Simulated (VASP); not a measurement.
CsNbCl2: single point with PBE

The system is CsNbCl2.

```
Cs Nb Cl
1.0
     5.14517    0.00000    0.00000
    -2.57259    4.45585    0.00000
     0.00000    0.00000   12.89676
Cs Nb Cl
2 2 4
Direct
  0.00000 0.00000 0.76901
  0.00000 0.00000 0.23099
  0.33333 0.66667 0.00000
  0.66667 0.33333 0.00000
  0.50000 0.00000 0.00000
  0.00000 0.50000 0.00000
  0.50000 0.50000 0.00000
  0.00000 0.00000 0.50000
```

The cell was generated, and may not be a known phase.

| Property | Result |
| --- | --- |
| Program | VASP 6.6.1 |
| Task | single point |
| Functional | PBE |
| Potentials or basis | VASP PAW PBE potentials, release 64 (Cs_sv, Nb_sv, Cl) |
| Cutoff | 520 eV |
| k mesh | 6 × 6 × 2 |
| Occupations | gaussian, width 0.1 eV |
| Spin | no spin polarisation |
| Dipole correction | no |
| Further INCAR settings | ALGO = Normal; EDIFF = 1e-06; NBANDS = 46 |

| Item | Value |
| --- | --- |
| Pressure | 102.5 GPa |
| Largest force | 0.860 eV/Å |
| Band gap on the k mesh | zero (bands 36 and 37 overlap by 0.10 eV) |

Forces in eV/Å, atoms in the order of the input:
```
Cs   0.000  0.000 -0.860
Cs   0.000  0.000  0.860
Nb   0.000  0.000  0.000
Nb   0.000  0.000  0.000
Cl   0.000  0.000  0.000
Cl   0.000  0.000  0.000
Cl   0.000  0.000  0.000
Cl   0.000  0.000  0.000
```

Stress tensor (GPa, compression positive):
```
155.04   0.00   0.00
  0.00 155.04   0.00
  0.00   0.00  -2.64
```

Levels at points of the mesh, in eV from the Fermi level:
```tsv
k point	band 32	band 33	band 34	band 35	band 36	band 37	band 38	band 39	band 40	band 41
(0.00, 0.00, 0.00)	-4.35	-2.08	-1.41	-1.41	-0.08	0.01	0.14	0.14	0.97	1.12
(0.50, 0.00, 0.00)	-2.03	-1.72	-1.48	-0.96	-0.51	0.22	1.22	1.35	2.21	2.47
(0.00, 0.00, 0.50)	-4.36	-2.08	-1.41	-1.41	-0.05	-0.03	0.14	0.14	1.10	1.12
(0.50, 0.00, 0.50)	-2.02	-1.73	-1.48	-0.95	-0.50	0.21	1.15	1.35	2.34	2.50
```

Wall time 7.3 min on 1 thread of Oxide Virtual Turin-like Processor, on a shared host, peak memory 0.45 GiB.

Caveat: atoms lie so close that the PAW spheres overlap strongly, which falsifies energies and pressures; the stress differs along the axes, from -3 to 155 GPa; spin-orbit coupling is left out, which moves the levels of the heavy elements.
